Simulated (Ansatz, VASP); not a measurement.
One calculation of Ru, two programs

Contents of INCAR:

```
PREC = Accurate ; ENCUT = 500
EDIFF = 1E-6 ; ISMEAR = -1
SIGMA = 0.0235 ; LREAL = F
LASPH = T ; NELM = 120
ALGO = Normal ; ISIF = 2
LWAVE = F ; LCHARG = F
GGA = PE ; NBANDS = 13
GGA_COMPAT = F
```

File KPOINTS:

```
Automatic mesh
0
Gamma
  15 15 15
```

File POSCAR:

```
Ru
1.0
    0.0000000000      1.9206790000      1.9206790000
    1.9206790000      0.0000000000      1.9206790000
    1.9206790000      1.9206790000      0.0000000000
Ru
1
Direct
    0.0000000000      0.0000000000      0.0000000000
```

Input for Ansatz:

```yaml
crystal:
  lattice:
    - [0.0, 1.920679, 1.920679]
    - [1.920679, 0.0, 1.920679]
    - [1.920679, 1.920679, 0.0]
  atoms:
    - { symbol: Ru, position: [0.0, 0.0, 0.0] }
  symmetry: { tolerance: 0.0003 }
kpoints:
  mp_grid: { grid: [15, 15, 15], shift: [0, 0, 0] }
  band_path:
    path:
      - [0.0, 0.0, 0.0]
      - [0.5, 0.0, 0.5]
      - [0.625, 0.25, 0.625]
      - [0.375, 0.375, 0.75]
      - [0.0, 0.0, 0.0]
      - [0.5, 0.5, 0.5]
      - [0.5, 0.25, 0.75]
      - [0.5, 0.0, 0.5]
    npoints: 8
magnetization:
  spin_polarized: false
scf:
  occupations: { method: fermi_dirac, width: 0.0235 }
  lower_state_search: "off"
  max_iter: 200
hamiltonian:
  pseudopotentials: { kind: paw }
  xc: pbe
basis:
  ecutwfc: 420
  fft_grid_basis: typed
output:
  forces: true
  stress: true
  eigenvalues: true
  bader: true
  populations: true
  elf: true
  write_potential: true
  volumetric_format: npy
  dos:
    e_range: [-12, 8]
    de: 0.05
    projected: { site_lists: { Ru: [Ru] } }
checkpoint:
  read: saved_state
```

Alike in both runs: task single point; functional PBE; k mesh 15 × 15 × 15; occupations fermi-dirac, width 0.0235 eV; no spin polarisation.

```csv
,VASP,Ansatz
version,VASP 6.6.1,Ansatz 0.2.0
potentials or method,"VASP PAW PBE potentials, release 64 (Ru_pv), cutoff 500 eV",PAW plane waves
valence electrons in the cell,14,16
```

```tsv
	VASP	Ansatz	Ansatz less VASP
pressure (GPa)	-7.2	-7.1	+0.08
```

The functional is the same, so the differences come from potentials, cutoffs and numerics. VASP's potentials hold 14 valence electrons a cell and Ansatz's 16, so a difference there can come from the potentials and not from the codes.
